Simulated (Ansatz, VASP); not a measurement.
# Ru: VASP beside Ansatz

File INCAR:

```
PREC     = Accurate       # precision mode
ENCUT    = 600            # plane-wave cutoff, eV
EDIFF    = 1E-6           # SCF threshold, eV
ISMEAR   = 0              # smearing method
SIGMA    = 0.1            # smearing width, eV
LREAL    = False          # projectors in reciprocal space
LASPH    = True           # aspherical terms in the spheres
NELM     = 60             # most SCF steps
ALGO     = Fast           # electronic algorithm
ISIF     = 3              # what is computed and relaxed
LWAVE    = False          # write WAVECAR
LCHARG   = False          # write CHGCAR
GGA      = PE             # functional
IBRION   = 2              # ionic algorithm
NSW      = 90             # ionic steps
EDIFFG   = -0.04          # ionic threshold
```

Contents of KPOINTS:

```
regular mesh
0
Gamma
  9 9 2
```

The input POSCAR:

```
Ru
1.0
    2.7485537587      0.0000000000      0.0000000000
   -1.3742768793      2.3803173787      0.0000000000
    0.0000000000      0.0000000000      8.8646283618
Ru
4
Direct
    0.0000000000      0.0000000000      0.0000000000
    0.0000000000      0.0000000000      0.5000000000
    0.3333333333      0.6666666667      0.7500000000
    0.6666666667      0.3333333333      0.2500000000
```

Input for Ansatz:

```yaml
crystal:
  lattice:
    - [2.7485537587, 0.0, 0.0]
    - [-1.3742768793, 2.3803173787, 0.0]
    - [0.0, 0.0, 8.8646283618]
  atoms:
    - { symbol: Ru, position: [0.0, 0.0, 0.0] }
    - { symbol: Ru, position: [0.0, 0.0, 0.5] }
    - { symbol: Ru, position: [0.3333333333, 0.6666666667, 0.75] }
    - { symbol: Ru, position: [0.6666666667, 0.3333333333, 0.25] }
basis:
  ecutwfc: 420
kpoints:
  mp_grid: { grid: [9, 9, 2] }
hamiltonian:
  xc: pbe
scf:
  occupations: { method: gaussian, width: 0.1 }
  lower_state_search: "off"
output:
  forces: true
  stress: true
  eigenvalues: true
relax:
  adjacent_minimum: "off"
  f_tol: 0.04
  max_steps: 70
  cell: { stress_tol: 0.4 }
```

Alike in both runs: task relaxation of cell and atoms; functional PBE; k mesh 9 × 9 × 2; occupations gaussian, width 0.1 eV; no spin polarisation.

|  | VASP | Ansatz |
| --- | --- | --- |
| version | VASP 6.6.1 | Ansatz 0.2.0 |
| potentials or method | VASP PAW PBE potentials, release 64 (Ru_pv), cutoff 600 eV | scalar-relativistic, plane waves, PAW |
| valence electrons in the cell | 56 | 64 |

Ansatz gave:

- gap on the k mesh at the Fermi level, each at its own relaxed structure (eV): none
- relaxed volume (Å³/atom): 13.80
- relaxed length of the cell vector where the two differ most in proportion (Å): 2.698

What did VASP give for the same quantities?

gap on the k mesh at the Fermi level, each at its own relaxed structure (eV): none; relaxed volume (Å³/atom): 13.79; relaxed length of the cell vector where the two differ most in proportion (Å): 2.697.

A gap of «none» marks a metal or a gap that the smearing closes. VASP's potentials hold 56 valence electrons a cell and Ansatz's 64, so a difference there can come from the potentials and not from the codes.
